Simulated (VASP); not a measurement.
A run of VASP 6.6.1 is set up as follows.

File INCAR:

```
SYSTEM = CdO5
ALGO     = Normal         ! electronic algorithm
EDIFF    = 1E-7           ! SCF threshold, eV
ENCUT    = 520            ! plane-wave cutoff, eV
GGA      = PE             ! functional
ISIF     = 2              ! what is computed and relaxed
ISMEAR   = 0              ! smearing method
ISPIN    = 2              ! spin polarisation
LASPH    = .True.         ! aspherical terms in the spheres
LCHARG   = .False.        ! write CHGCAR
LORBIT   = 11             ! projections on sites
LREAL    = .False.        ! projectors in reciprocal space
LWAVE    = .False.        ! write WAVECAR
MAGMOM   = 0 1 1 1 1 1    ! initial moments
NBANDS   = 34             ! bands
NELM     = 150            ! most SCF steps
PREC     = Accurate       ! precision mode
SIGMA    = 0.1            ! smearing width, eV
```

KPOINTS

```
k-points
0
Gamma
  4 4 4
  0 0 0
```

POSCAR

```
CdO5
1.0
    0.0000000000      3.2639355000      3.2639355000
    3.2639355000      0.0000000000      3.2639355000
    3.2639355000      3.2639355000      0.0000000000
Cd O
1 5
Direct
    0.0000000000      0.0000000000      0.0000000000
    0.7500000000      0.7500000000      0.7500000000
    0.3750000000      0.3750000000      0.8750000000
    0.3750000000      0.8750000000      0.3750000000
    0.8750000000      0.3750000000      0.3750000000
    0.3750000000      0.3750000000      0.3750000000
```

Potentials or basis: VASP PAW PBE potentials, release 64 (Cd, O).

Launch:

```sh
$ cat potpaw_PBE.64/Cd/POTCAR potpaw_PBE.64/O/POTCAR > POTCAR
$ mpirun -np 1 vasp_std > vasp.out
```

Question: Estimate the net moment.

Answer: 5.36 μB per cell.

Question: Estimate the site moments.

Answer: Cd -0.04; O +1.34, +0.84 (each value once) μB.

Question: What does it give for the pressure?

Answer: -9.3 GPa.

Caveat: the k points lie up to 0.42 Å⁻¹ apart.
